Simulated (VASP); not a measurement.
# BaS in VASP: settings compared

The runs below take BaS through relaxation of the atoms, with PBE+TS, PBE+TS-HI, PBE+MBD-FI, PBE+dDsC.

All numbers are computed with VASP 6.6.1; they aren't measurements. Logs are shortened: lines on timing, memory, paths and dates and some standing lists are left out, and cuts for length are marked.

**1. The cell of the first run**

The cell holds a slab with vacuum, 8 atoms: a = 4.517 Å, b = 4.517 Å, c = 24.581 Å, α = 90.00°, β = 90.00°, γ = 90.00°.

**2. Relaxation of the atoms, PBE+TS**

The input, INCAR:

```
ALGO     = Normal         # electronic algorithm
DIPOL    = 0.5 0.5 0.500
EDIFF    = 1E-6           # SCF threshold, eV
EDIFFG   = -0.02          # ionic threshold
ENCUT    = 520            # plane-wave cutoff, eV
GGA      = PE             # functional
IBRION   = 2              # ionic algorithm
IDIPOL   = 3            
ISIF     = 2              # what is computed and relaxed
ISMEAR   = -1             # smearing method
IVDW     = 2              # dispersion correction
LASPH    = T              # aspherical terms in the spheres
LCHARG   = F              # write CHGCAR
LDIPOL   = T            
LREAL    = F              # projectors in reciprocal space
LWAVE    = F              # write WAVECAR
NELM     = 100            # most SCF steps
NSW      = 40             # ionic steps
PREC     = Accurate       # precision mode
SIGMA    = 0.05           # smearing width, eV
```

The input, KPOINTS:

```
k-points
0
Gamma
  5 5 1
```

The input, POSCAR:

```
BaS
1.0
    4.5166445648      0.0000000000      0.0000000000
    0.0000000000      4.5166445648      0.0000000000
    0.0000000000      0.0000000000     24.5812500000
Ba S
4 4
Selective dynamics
Direct
    0.5000000000      0.5000000000      0.3051106026  F F F
    0.0000000000      0.0000000000      0.4350368675  F F F
    0.5000000000      0.5000000000      0.5649631325  T T T
    0.0000000000      0.0000000000      0.6948893974  T T T
    0.0000000000      0.0000000000      0.3051106026  F F F
    0.5000000000      0.5000000000      0.4350368675  F F F
    0.0000000000      0.0000000000      0.5649631325  T T T
    0.5000000000      0.5000000000      0.6948893974  T T T
```

Potentials or basis: VASP PAW PBE potentials, release 64 (Ba_sv, S).

On the command line:

```bash
> cat potpaw_PBE.64/Ba_sv/POTCAR potpaw_PBE.64/S/POTCAR > POTCAR
> mpirun -np 1 vasp_std > vasp.out
```

OUTCAR:

```text
EDIFF = 1E-6
   EDIFFG = -0.02
   ENCUT = 520
   GGA = PE
   IBRION = 2
   ISIF = 2
   ISMEAR = -1
   IVDW = 2
   LASPH = T
   LREAL = F
   NELM = 100
   NSW = 40
   PREC = Accurate
  IVDW =   2

 ion  position               nearest neighbor table
   1  0.500  0.500  0.305-   6 3.19   5 3.19   5 3.19   5 3.19   5 3.19   2 4.52   2 4.52   2 4.52
                             2 4.52
   2  0.000  0.000  0.435-   5 3.19   6 3.19   6 3.19   6 3.19   6 3.19   7 3.19   1 4.52   1 4.52
                             1 4.52   1 4.52   3 4.52   3 4.52   3 4.52   3 4.52
   3  0.500  0.500  0.565-   8 3.19   7 3.19   7 3.19   7 3.19   7 3.19   6 3.19   4 4.52   4 4.52
                             4 4.52   4 4.52   2 4.52   2 4.52   2 4.52   2 4.52
   4  0.000  0.000  0.695-   7 3.19   8 3.19   8 3.19   8 3.19   8 3.19   3 4.52   3 4.52   3 4.52
                             3 4.52
   5  0.000  0.000  0.305-   2 3.19   1 3.19   1 3.19   1 3.19   1 3.19
   6  0.500  0.500  0.435-   1 3.19   2 3.19   2 3.19   2 3.19   2 3.19   3 3.19
   7  0.000  0.000  0.565-   4 3.19   3 3.19   3 3.19   3 3.19   3 3.19   2 3.19
   8  0.500  0.500  0.695-   3 3.19   4 3.19   4 3.19   4 3.19   4 3.19

  LATTYP: Found a simple tetragonal cell.
 ALAT       =     4.5166445648
 C/A-ratio  =     5.4423698051

  Lattice vectors:

 A1 = (   4.5166445648,   0.0000000000,   0.0000000000)
 A2 = (   0.0000000000,   4.5166445648,   0.0000000000)
 A3 = (   0.0000000000,   0.0000000000,  24.5812500000)

Analysis of symmetry for initial positions (statically):
=====================================================================
 Subroutine PRICEL returns:
 Original cell was already a primitive cell.

 Routine SETGRP: Setting up the symmetry group for a
 simple tetragonal supercell.

 Subroutine GETGRP returns: Found 16 space group operations
 (whereof  8 operations were pure point group operations)
 out of a pool of 16 trial point group operations.

The static configuration has the point symmetry C_4v.
 The point group associated with its full space group is D_4h.

Analysis of symmetry for dynamics (positions and initial velocities):
=====================================================================
 Subroutine PRICEL returns:
 Original cell was already a primitive cell.

 Routine SETGRP: Setting up the symmetry group for a
 simple tetragonal supercell.

 Subroutine GETGRP returns: Found 16 space group operations
 (whereof  8 operations were pure point group operations)
 out of a pool of 16 trial point group operations.

The dynamic configuration has the point symmetry C_4v.
 The point group associated with its full space group is D_4h.

Analysis of constrained symmetry for selective dynamics:
=====================================================================
 Subroutine PRICEL returns:
 Original cell was already a primitive cell.

 Routine SETGRP: Setting up the symmetry group for a
 simple tetragonal supercell.

 Subroutine GETGRP returns: Found  8 space group operations
 (whereof  8 operations were pure point group operations)
 out of a pool of 16 trial point group operations.

The constrained configuration has the point symmetry C_4v.

 Subroutine INISYM returns: Found  8 space group operations
 (whereof  8 operations are pure point group operations),
 and found     1 'primitive' translations

----------------------------------------------------------------------------------------

                                     Primitive cell

  volume of cell :     501.4594

  direct lattice vectors                    reciprocal lattice vectors
     4.516644565  0.000000000  0.000000000     0.221403297  0.000000000  0.000000000
     0.000000000  4.516644565  0.000000000     0.000000000  0.221403297  0.000000000
     0.000000000  0.000000000 24.581250000     0.000000000  0.000000000  0.040681414

  length of vectors
     4.516644565  4.516644565 24.581250000     0.221403297  0.221403297  0.040681414

  position of ions in fractional coordinates (direct lattice)
     0.500000000  0.500000000  0.305110603
     0.000000000  0.000000000  0.435036868
     0.500000000  0.500000000  0.564963132
     0.000000000  0.000000000  0.694889397
     0.000000000  0.000000000  0.305110603
     0.500000000  0.500000000  0.435036868
     0.000000000  0.000000000  0.564963132
     0.500000000  0.500000000  0.694889397

  ion indices of the primitive-cell ions
   primitive index   ion index
                 1           1
                 2           2
                 3           3
                 4           4
                 5           5
                 6           6
                 7           7
                 8           8

----------------------------------------------------------------------------------------

 KPOINTS: k-points

Automatic generation of k-mesh.
 Grid dimensions read from file:
 generate k-points for:    5    5    1

 Generating k-lattice:

  Cartesian coordinates                     Fractional coordinates (reciprocal lattice)
     0.044280659  0.000000000  0.000000000     0.200000000  0.000000000  0.000000000
     0.000000000  0.044280659  0.000000000     0.000000000  0.200000000  0.000000000
     0.000000000  0.000000000  0.040681414     0.000000000  0.000000000  1.000000000

  Length of vectors
     0.044280659  0.044280659  0.040681414

  Shift w.r.t. Gamma in fractional coordinates (k-lattice)
     0.000000000  0.000000000  0.000000000

 Subroutine IBZKPT returns following result:
 ===========================================

 Found      6 irreducible k-points:

 Following reciprocal coordinates:
            Coordinates               Weight
  0.000000  0.000000  0.000000      1.000000
  0.200000  0.000000  0.000000      4.000000
  0.400000  0.000000  0.000000      4.000000
  0.200000  0.200000  0.000000      4.000000
  0.400000  0.200000  0.000000      8.000000
  0.400000  0.400000  0.000000      4.000000
   k-points           NKPTS =      6   k-points in BZ     NKDIM =      6   number of bands    NBANDS=     38
   number of dos      NEDOS =    301   number of ions     NIONS =      8
   total plane-waves  NPLWV = 248832
   dimension x,y,z NGX =    36 NGY =   36 NGZ =  192
   dimension x,y,z NGXF=    72 NGYF=   72 NGZF=  384
   ions per type =               4   4
   NGX,Y,Z   is equivalent  to a cutoff of  13.25, 13.25, 12.99 a.u.
   NGXF,Y,Z  is equivalent  to a cutoff of  26.50, 26.50, 25.97 a.u.
 SYSTEM =  unknown system
   PREC   = accura    normal or accurate (medium, high low for compatibility)
   ISTART =      0    job   : 0-new  1-cont  2-samecut
   ICHARG =      2    charge: 1-file 2-atom 10-const
   ISPIN  =      1    spin polarized calculation?
   LNONCOLLINEAR =      F non collinear calculations
   LSORBIT =      F    spin-orbit coupling
   LASPH  =      T    aspherical Exc in radial PAW
   ENCUT  =  520.0 eV  38.22 Ry    6.18 a.u.   8.40  8.40 45.70*2*pi/ulx,y,z
   NELM   =    100;   NELMIN=  2; NELMDL= -5     # of ELM steps
   EDIFF  = 0.1E-05   stopping-criterion for ELM
   LREAL  =      F    real-space projection
   EDIFFG = -.2E-01   stopping-criterion for IOM
   NSW    =     40    number of steps for IOM
   IBRION =      2    ionic relax: 0-MD 1-quasi-New 2-CG
   NFREE  =      1    steps in history (QN), initial steepest desc. (CG)
   ISIF   =      2    stress and relaxation
   ISYM   =      2    0-nonsym 1-usesym 2-fastsym
   POTIM  = 0.5000    time-step for ionic-motion
   TEBEG  =    0.0;   TEEND  =   0.0 temperature during run
   PSTRESS=    0.0 pullay stress
   NELECT =      64.0000    total number of electrons
   NUPDOWN=      -1.0000    fix difference up-down
   EMIN   =  10.00;   EMAX   =-10.00  energy-range for DOS
   EFERMI =   0.00;   METHOD = LEGACY
   ISMEAR =    -1;   SIGMA  =   0.05  broadening in eV -4-tet -1-fermi 0-gaus
   EFERMI_NEDOS =   21; number of points for ismear=-14 and -15
   IALGO  =     38    algorithm
   IMIX   =      4    mixing-type and parameters
     AMIX     =   0.40;   BMIX     =  1.00
     AMIX_MAG =   1.60;   BMIX_MAG =  1.00
  volume/ion in A,a.u.               =      62.68       423.00
  Fermi-wavevector in a.u.,A,eV,Ry     =   0.824245  1.557597  9.243519  0.679380
  Thomas-Fermi vector in A             =   1.935896
   LORBIT       =      0    0 simple, 1 ext, 2 COOP (PROOUT), +10 PAW based schemes
   GGA     = PE    functional components
   LHFCALC =     F    Hartree Fock is set to
   AEXX    =    0.0000 exact exchange contribution
   IVDW    =     2    specifies the selected vdW correction
   LEPSILON=     F    determine dielectric tensor
   LRPA    =     F    only Hartree local field effects (RPA)
 conjugate gradient relaxation of ions
 non-spin polarized calculation
  energy-cutoff  :      520.00
  volume of cell :      501.46
 maximum number of plane-waves:     13527
 NGX is ok and might be reduce to    36
   NGX = 17   NGY = 17   NGZ = 91

--------------------------------------- Ionic step        1  -------------------------------------------

 number of electron      63.9999995 magnetization

 dipolmoment           0.000000      0.000000      0.000000 electrons x Angstroem

 Free energy of the ion-electron system (eV)
  ---------------------------------------------------
  ext. energy  EPLUGINS =         0.00000000
  ---------------------------------------------------
  free energy    TOTEN  =       -39.97973807 eV

  energy without entropy =      -39.97973807  energy(sigma->0) =      -39.97973807

------------------------ aborting loop because EDIFF is reached ----------------------------------------

  Tkatchenko/Scheffler method for vdW energy calculation

  Number of pair interactions contributing to vdW energy:   37160

  Edisp (eV):   -4.83633

  FORCE on cell =-STRESS in cart. coord.  units (eV):
  Direction    XX          YY          ZZ          XY          YZ          ZX
  --------------------------------------------------------------------------------------
  -------------------------------------------------------------------------------------
  Total       0.51236     0.51236     1.54783     0.00000     0.00000     0.00000
  in kB       1.63699     1.63699     4.94538     0.00000     0.00000     0.00000
  external pressure =        2.74 kB  Pullay stress =        0.00 kB
[... 119 lines left out ...]
  FREE ENERGIE OF THE ION-ELECTRON SYSTEM (eV)
  ---------------------------------------------------
  free  energy   TOTEN  =       -44.8252605498 eV

  energy  without entropy=      -44.8252605496  energy(sigma->0) =      -44.82526055

 E-fermi :   0.0029     XC(G=0):  -4.9680

 val. band max:       -1.0761527481   @ k =   0.0000   0.0000   0.0000
 cond. band min:       1.0156875627   @ k =   0.0000   0.0000   0.0000
 fundamental gap:      2.0918403108
 Fermi energy:         0.0028726314

 k-point     1 :       0.0000    0.0000    0.0000
  band No.  band energies     occupation
      1     -27.7391      2.00000
      2     -27.6162      2.00000
      3     -27.2583      2.00000
      4     -27.2122      2.00000
      5     -13.2071      2.00000
      6     -13.0897      2.00000
[... 235 lines left out ...]
     37       3.3528      0.00000
     38       3.4382      0.00000

 vacuum level on the upper side and lower side of the slab       (xc-potential included)        -0.139         0.127

[... ionic steps 4 to 8 ...]

--------------------------------------- Ionic step        9  -------------------------------------------

 number of electron      63.9999996 magnetization

------------------------ aborting loop because EDIFF is reached ----------------------------------------

  Tkatchenko/Scheffler method for vdW energy calculation

  Number of pair interactions contributing to vdW energy:   37132
[... 85 lines left out ...]
  energy  without entropy=      -44.8385840665  energy(sigma->0) =      -44.83858407

--------------------------------------- Ionic step       11  -------------------------------------------

 number of electron      63.9999997 magnetization

 dipolmoment           0.000000      0.000000     -0.006417 electrons x Angstroem

 Free energy of the ion-electron system (eV)
  ---------------------------------------------------
  ext. energy  EPLUGINS =         0.00000000
  ---------------------------------------------------
  free energy    TOTEN  =       -39.98187176 eV

  energy without entropy =      -39.98187176  energy(sigma->0) =      -39.98187176

 E-fermi :  -0.0432     XC(G=0):  -5.0234

 val. band max:       -1.1164412589   @ k =   0.0000   0.0000   0.0000
 cond. band min:       1.0035787800   @ k =   0.0000   0.0000   0.0000
 fundamental gap:      2.1200200389
 Fermi energy:        -0.0431629815

 k-point     1 :       0.0000    0.0000    0.0000
  band No.  band energies     occupation
      1     -27.6917      2.00000
      2     -27.6728      2.00000
      3     -27.3488      2.00000
      4     -27.2777      2.00000
      5     -13.1787      2.00000
      6     -13.1287      2.00000
[... 235 lines left out ...]
     37       3.3486      0.00000
     38       3.3996      0.00000

------------------------ aborting loop because EDIFF is reached ----------------------------------------

 vacuum level on the upper side and lower side of the slab       (xc-potential included)        -0.305        -0.211

  Hirshfeld charges:
            ion         q(e)
   ------------------------------
      1     Ba       0.39373615
      2     Ba       0.30298239
      3     Ba       0.29874669
      4     Ba       0.39481891
      5     S       -0.38963200
      6     S       -0.30503633
      7     S       -0.30602987
      8     S       -0.38958594

  Tkatchenko/Scheffler method for vdW energy calculation
[... 35 lines left out ...]
  FREE ENERGIE OF THE ION-ELECTRON SYSTEM (eV)
  ---------------------------------------------------
  free  energy   TOTEN  =       -44.8395020159 eV

  energy  without entropy=      -44.8395020157  energy(sigma->0) =      -44.83950202

 reached required accuracy - stopping structural energy minimisation

 vacuum level on the upper side and lower side of the slab         2.823         2.912
```

It took 18 min on 1 thread of Intel Xeon Platinum 8259CL at 2.50GHz (Skylake/Cascade Lake), shared host; peak memory 0.63 GiB.

Results:

* Free energy: -44.8395 eV
* Energy gained by relaxing: 2.9 meV/atom
* Ionic steps: 11
* Band gap on the k mesh: 2.12 eV
* Hirshfeld charges: Ba +0.39, +0.30 (each value once); S -0.39, -0.31 (each value once) e
* Dispersion energy per atom: -0.607 eV

Step by step:
```tsv
step	energy change (eV)	largest force on free atoms (eV/Å)	pressure (GPa)
1	0.0000	0.1497	0.27
2	-0.0030	0.1428	0.26
3	-0.0092	0.1242	0.24
4	-0.0094	0.2618	0.18
5	-0.0114	0.1490	0.21
6	-0.0148	0.1150	0.18
7	-0.0157	0.1039	0.18
8	-0.0166	0.0988	0.16
9	-0.0193	0.0581	0.13
10	-0.0225	0.0686	0.07
11	-0.0234	0.0072	0.02
```

Final structure:
```
Ba S
1.0
     4.51664    0.00000    0.00000
     0.00000    4.51664    0.00000
     0.00000    0.00000   24.58125
Ba S
4 4
Direct
  0.50000 0.50000 0.30511
  0.00000 0.00000 0.43504
  0.50000 0.50000 0.56866
  0.00000 0.00000 0.69998
  0.00000 0.00000 0.30511
  0.50000 0.50000 0.43504
  0.00000 0.00000 0.56975
  0.50000 0.50000 0.69824
```

Caveat: spin-orbit coupling is left out, which moves the levels of the heavy elements.

(Part 1 of 2 ends here.)
